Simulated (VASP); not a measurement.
# Rh in VASP: single point with LDA

Aim: the single point of Rh with LDA.

All numbers are computed with VASP 6.6.1; they aren't measurements. Logs are shortened: lines on timing, memory, paths and dates and some standing lists are left out, and cuts for length are marked.

### Step 1. The cell of the first run

The typed cell holds 2 atoms: a = 4.201 Å, b = 4.201 Å, c = 2.658 Å, α = 90.00°, β = 90.00°, γ = 143.54°.

### Step 2. Single point, LDA

File INCAR:

```
PREC = Accurate ; ENCUT = 520
EDIFF = 1E-6 ; ISMEAR = -1
SIGMA = 0.1 ; LREAL = False
LASPH = True ; NELM = 80
ALGO = Normal ; ISIF = 2
LWAVE = False ; LCHARG = True
GGA = CA ; LELF = True
LVHAR = True ; NBANDS = 22
```

File KPOINTS:

```
Automatic mesh
0
Gamma
  21 21 19
```

File POSCAR:

```
Rh
1.0
   -2.6245359689      3.0181398208      1.2841601765
    3.0181398208     -2.6245359689      1.2841601765
    1.8367367457      1.8367367457     -0.5632740009
Rh
2
Direct
    0.0101255877      0.9898744123      0.0000000000
    0.7398744123      0.2601255877      0.5000000000
```

Potentials or basis: VASP PAW LDA potentials, release 64 (Rh_pv).

Launch:

```bash
$ cat potpaw_LDA.64/Rh_pv/POTCAR > POTCAR
$ mpirun -np 1 vasp_std > vasp.out
```

OUTCAR:

```text
PREC = Accurate
   ENCUT = 520
   EDIFF = 1E-6
   ISMEAR = -1
   LREAL = False
   LASPH = True
   NELM = 80
   ISIF = 2
   GGA = CA

 ion  position               nearest neighbor table
   1  0.010  0.990  0.000-   2 2.53   2 2.53   2 2.62   2 2.62   2 2.62   2 2.62
   2  0.740  0.260  0.500-   1 2.53   1 2.53   1 2.62   1 2.62   1 2.62   1 2.62

  LATTYP: Found a base centered monoclinic cell.
 ALAT       =     2.6279492804
 B/A-ratio  =     3.0365687380
 C/A-ratio  =     1.0114004961
 COS(beta)  =    -0.0001109207

  Lattice vectors:

 A1 = (  -2.6245359689,   3.0181398208,   1.2841601765)
 A2 = (   3.0181398208,  -2.6245359689,   1.2841601765)
 A3 = (   1.8367367457,   1.8367367457,  -0.5632740009)

Analysis of symmetry for initial positions (statically):
=====================================================================
 Subroutine PRICEL returns:
 Original cell was already a primitive cell.

 Routine SETGRP: Setting up the symmetry group for a
 base centered monoclinic supercell.

 Subroutine GETGRP returns: Found  4 space group operations
 (whereof  2 operations were pure point group operations)
 out of a pool of  4 trial point group operations.

The static configuration has the point symmetry C_2 .
 The point group associated with its full space group is C_2h.

Analysis of symmetry for dynamics (positions and initial velocities):
=====================================================================
 Subroutine PRICEL returns:
 Original cell was already a primitive cell.

 Routine SETGRP: Setting up the symmetry group for a
 base centered monoclinic supercell.

 Subroutine GETGRP returns: Found  4 space group operations
 (whereof  2 operations were pure point group operations)
 out of a pool of  4 trial point group operations.

The dynamic configuration has the point symmetry C_2 .
 The point group associated with its full space group is C_2h.

 Subroutine INISYM returns: Found  4 space group operations
 (whereof  2 operations are pure point group operations),
 and found     1 'primitive' translations

----------------------------------------------------------------------------------------

                                     Primitive cell

  volume of cell :      27.8694

  direct lattice vectors                    reciprocal lattice vectors
    -2.624535969  3.018139821  1.284160176    -0.031587767  0.145633118  0.371881689
[... 75 lines left out ...]
   NGXF,Y,Z  is equivalent  to a cutoff of  25.33, 25.33, 25.02 a.u.
 SYSTEM =  unknown system
   PREC   = accura    normal or accurate (medium, high low for compatibility)
   ISTART =      0    job   : 0-new  1-cont  2-samecut
   ICHARG =      2    charge: 1-file 2-atom 10-const
   ISPIN  =      1    spin polarized calculation?
   LNONCOLLINEAR =      F non collinear calculations
   LSORBIT =      F    spin-orbit coupling
   LASPH  =      T    aspherical Exc in radial PAW
   ENCUT  =  520.0 eV  38.22 Ry    6.18 a.u.   7.81  7.81  4.94*2*pi/ulx,y,z
   NELM   =     80;   NELMIN=  2; NELMDL= -5     # of ELM steps
   EDIFF  = 0.1E-05   stopping-criterion for ELM
   LREAL  =      F    real-space projection
   EDIFFG = 0.1E-04   stopping-criterion for IOM
   NSW    =      0    number of steps for IOM
   IBRION =     -1    ionic relax: 0-MD 1-quasi-New 2-CG
   NFREE  =      0    steps in history (QN), initial steepest desc. (CG)
   ISIF   =      2    stress and relaxation
   ISYM   =      2    0-nonsym 1-usesym 2-fastsym
   POTIM  = 0.5000    time-step for ionic-motion
   TEBEG  =    0.0;   TEEND  =   0.0 temperature during run
   PSTRESS=    0.0 pullay stress
   NELECT =      30.0000    total number of electrons
   NUPDOWN=      -1.0000    fix difference up-down
   EMIN   =  10.00;   EMAX   =-10.00  energy-range for DOS
   EFERMI =   0.00;   METHOD = LEGACY
   ISMEAR =    -1;   SIGMA  =   0.10  broadening in eV -4-tet -1-fermi 0-gaus
   EFERMI_NEDOS =   21; number of points for ismear=-14 and -15
   IALGO  =     38    algorithm
   IMIX   =      4    mixing-type and parameters
     AMIX     =   0.40;   BMIX     =  1.00
     AMIX_MAG =   1.60;   BMIX_MAG =  1.00
  volume/ion in A,a.u.               =      13.93        94.04
  Fermi-wavevector in a.u.,A,eV,Ry     =   1.677797  3.170577 38.300455  2.815004
  Thomas-Fermi vector in A             =   2.762000
   LORBIT       =      0    0 simple, 1 ext, 2 COOP (PROOUT), +10 PAW based schemes
   GGA     = CA    functional components
   LHFCALC =     F    Hartree Fock is set to
   AEXX    =    0.0000 exact exchange contribution
   IVDW    =     0    specifies the selected vdW correction
   LEPSILON=     F    determine dielectric tensor
   LRPA    =     F    only Hartree local field effects (RPA)
 non-spin polarized calculation
  energy-cutoff  :      520.00
  volume of cell :       27.87
 maximum number of plane-waves:       764
   NGX = 15   NGY = 15   NGZ =  9

 number of electron      29.9999996 magnetization

 Free energy of the ion-electron system (eV)
  ---------------------------------------------------
  ext. energy  EPLUGINS =         0.00000000
  ---------------------------------------------------
  free energy    TOTEN  =       -16.92785114 eV

  energy without entropy =      -16.84532960  energy(sigma->0) =      -16.88659037

 E-fermi :  11.5153     XC(G=0): -14.2007

 val. band max:       11.5134489131   @ k =   0.3333   0.3333   0.2105
 cond. band min:      11.5159361174   @ k =  -0.0952   0.0952   0.2632
 fundamental gap:      0.0024872043
 Fermi energy:        11.5152907735

 k-point     1 :       0.0000    0.0000    0.0000
  band No.  band energies     occupation
      1     -35.5906      2.00000
      2     -34.9346      2.00000
      3     -34.7648      2.00000
      4     -34.6537      2.00000
      5     -34.6464      2.00000
      6     -34.6074      2.00000
[... 589 lines left out ...]
     21      26.1263      0.00000
     22      29.8979      0.00000

 [... further k-points ...]
[... 5 lines left out ...]
  --------------------------------------------------------------------------------------
  -------------------------------------------------------------------------------------
  Total        0.1147496      0.1147496      0.1188329     -0.1249467      0.0216186      0.0216187
  in kB        6.5968168      6.5968168      6.8315636     -7.1830396      1.2428290      1.2428314
  external PRESSURE =       6.6750658 kB  Pullay stress =       0.0000000 kB

 VOLUME and BASIS-vectors are now :
 -----------------------------------------------------------------------------
  energy-cutoff  :      520.00
  volume of cell :       27.87
      direct lattice vectors                 reciprocal lattice vectors
    -2.624535969  3.018139821  1.284160176    -0.031587767  0.145633118  0.371881689
     3.018139821 -2.624535969  1.284160176     0.145633118 -0.031587767  0.371881689
     1.836736746  1.836736746 -0.563274001     0.260002233  0.260002233 -0.079692458

 POSITION                                       TOTAL-FORCE (eV/Angst)
 -----------------------------------------------------------------------------------
      2.96100     -2.56740      1.28416         0.013783     -0.013783      0.000000
     -0.23836      2.46870      1.00252        -0.013783      0.013783     -0.000000
 -----------------------------------------------------------------------------------
    total drift:                                0.000000      0.000000     -0.000000

  FREE ENERGIE OF THE ION-ELECTRON SYSTEM (eV)
  ---------------------------------------------------
  free  energy   TOTEN  =       -16.9278511442 eV

  energy  without entropy=      -16.8453295955  energy(sigma->0) =      -16.88659037
```

It took 13 min on 1 thread of AMD EPYC 9755, shared host; peak memory 0.96 GiB.

Results:

```
Free energy            : -16.9279 eV
Pressure               : 0.7 GPa
Largest force          : 0.019 eV/Å
Band gap on the k mesh : zero (bands 15 and 16 overlap by 2.33 eV)
```

Forces in eV/Å, atoms in the order of the input:
```
Rh   0.014 -0.014  0.000
Rh  -0.014  0.014  0.000
```

Levels at points of the mesh, in eV from the Fermi level:
```
           k point  band 12  band 13  band 14  band 15  band 16  band 17  band 18  band 19
(0.00, 0.00, 0.00)    -1.82    -1.71    -0.85    -0.33     0.24     1.33     2.58    10.67
```
